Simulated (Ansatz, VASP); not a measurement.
CdHgS2 in VASP and in Ansatz

INCAR

```
  ALGO = Normal
  EDIFF = 1E-7
  ENCUT = 520
  GGA = PE
  ISIF = 2
  ISMEAR = 0
  LASPH = True
  LCHARG = False
  LREAL = False
  LWAVE = False
  NBANDS = 26
  NELM = 60
  PREC = Accurate
  SIGMA = 0.1
```

KPOINTS

```
k-points
0
Gamma
  4 4 4
```

Contents of POSCAR:

```
CdHgS2
1.0
    4.1109427700      0.0000000000      0.0000000000
    0.0000000000      4.1109427700      0.0000000000
    0.0000000000      0.0000000000      5.8137510200
Cd Hg S
1 1 2
Direct
    0.0000000000      0.0000000000      0.0000000000
    0.5000000000      0.5000000000      0.5000000000
    0.5000000000      0.0000000000      0.2500000000
    0.0000000000      0.5000000000      0.7500000000
```

Input for Ansatz:

```yaml
crystal:
  lattice:
    - [4.11094277, 0.0, 0.0]
    - [0.0, 4.11094277, 0.0]
    - [0.0, 0.0, 5.81375102]
  atoms:
    - { symbol: Cd, position: [0.0, 0.0, 0.0] }
    - { symbol: Hg, position: [0.5, 0.5, 0.5] }
    - { symbol: S, position: [0.5, 0.0, 0.25] }
    - { symbol: S, position: [0.0, 0.5, 0.75] }
basis:
  ecutwfc: 420
kpoints:
  mp_grid: { grid: [4, 4, 4] }
hamiltonian:
  xc: pbe
scf:
  occupations: { method: gaussian, width: 0.1 }
  lower_state_search: "off"
output:
  forces: true
  stress: true
  eigenvalues: true
```

Alike in both runs: task single point; functional PBE; k mesh 4 × 4 × 4; occupations gaussian, width 0.1 eV; no spin polarisation.

|  | VASP | Ansatz |
| --- | --- | --- |
| version | VASP 6.6.1 | Ansatz 0.2.0 |
| potentials or method | VASP PAW PBE potentials, release 64 (Cd, Hg, S), cutoff 520 eV | scalar-relativistic, plane waves, PAW |
| valence electrons in the cell | 36 | 52 |

```csv
,VASP,Ansatz,Ansatz less VASP
gap on the k mesh at the Fermi level (eV),0.33,0.33,-0.003
least direct gap on the mesh (eV),0.33,0.33,-0.003
pressure (GPa),5.0,4.6,-0.37
"traceless stress, the component that is largest in VASP (GPa)",-0.17,-0.17,0.000
rms of the force components (eV/Å),0.093,0.092,-0.0007
```

Atom by atom the forces differ by 0.001 eV/Å (rms over components). The functional is the same, so the differences come from potentials, cutoffs and numerics. VASP's potentials hold 36 valence electrons a cell and Ansatz's 52, so a difference there can come from the potentials and not from the codes.

Spin-orbit coupling is off throughout.
